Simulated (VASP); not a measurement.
A run of VASP 6.6.1 is set up as follows.

File INCAR:

```
PREC = Accurate ; ENCUT = 520
EDIFF = 1E-6 ; ISMEAR = 0
SIGMA = 0.1 ; LREAL = F
LASPH = T ; NELM = 60
ALGO = Normal ; ISIF = 2
LWAVE = F ; LCHARG = F
GGA = PE ; NBANDS = 20
```

KPOINTS

```
regular mesh
0
Gamma
  6 6 6
```

POSCAR

```
Al3BP2
1.0
    3.1064875478      1.7935314231      2.7567282121
   -3.1064875478      1.7935314231      2.7567282121
    0.0000000000     -3.5870628428      2.7567282143
Al B P
3 1 2
Direct
    0.0000000000      0.5000000000      0.0000000000
    0.5000000000      0.0000000000      0.0000000000
    0.0000000000      0.0000000000      0.5000000000
    0.0000000000      0.0000000000      0.0000000000
    0.6299712645      0.6299712645      0.6299712645
    0.3700287355      0.3700287355      0.3700287355
```

Potentials or basis: VASP PAW PBE potentials, release 64 (Al, B, P).

Launch:

```bash
$ cat potpaw_PBE.64/Al/POTCAR potpaw_PBE.64/B/POTCAR potpaw_PBE.64/P/POTCAR > POTCAR
$ mpirun -np 1 vasp_std > vasp.out
```

Q: Estimate the largest force.

A: 0.047 eV/Å.

Q: Estimate the band gap on the k mesh.

A: Zero (band 11 reaches 8.86 eV, above the bottom of band 12 at 6.68 eV).

Q: What does it give for the pressure?

A: -0.1 GPa.

Stress tensor (GPa, compression positive):
```
-0.04  0.00  0.00
 0.00 -0.04  0.00
 0.00  0.00 -0.25
```
